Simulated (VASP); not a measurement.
A run of VASP 6.6.1:

INCAR

```
PREC = Accurate
ENCUT = 500
EDIFF = 1E-6
ISMEAR = -1
SIGMA = 0.1
LREAL = F
LASPH = T
NELM = 120
ALGO = Normal
ISIF = 2
LWAVE = F
LCHARG = T
GGA = LIBXC
LIBXC1 = GGA_X_PBE
LIBXC2 = LDA_C_PW
LELF = T
LVHAR = T
NBANDS = 17
GGA_COMPAT = F
```

File KPOINTS:

```
regular mesh
0
Gamma
  4 4 4
```

File POSCAR:

```
Ca
1.0
    0.0000000000      3.0213320231      3.0213320231
    3.0213320231      0.0000000000      3.0213320231
    3.0213320231      3.0213320231      0.0000000000
Ca
2
Direct
    1.0000000000      1.0000000000      1.0000000000
    0.2500000000      0.2500000000      0.2500000000
```

Potentials or basis: VASP PAW PBE potentials, release 64 (Ca_sv).

Launch:

```console
$ cat potpaw_PBE.64/Ca_sv/POTCAR > POTCAR
$ mpirun -np 1 vasp_std > vasp.out
```

Hardware: 1 thread of AMD EPYC 7R13 Processor (Zen 3) (shared host).

Task: How long does it take, and how much memory?

Result: Wall time 7.7 s on 1 thread of AMD EPYC 7R13 Processor (Zen 3), with other jobs on the host, peak memory 0.14 GiB. Counts: scf iterations 11, k points 8.
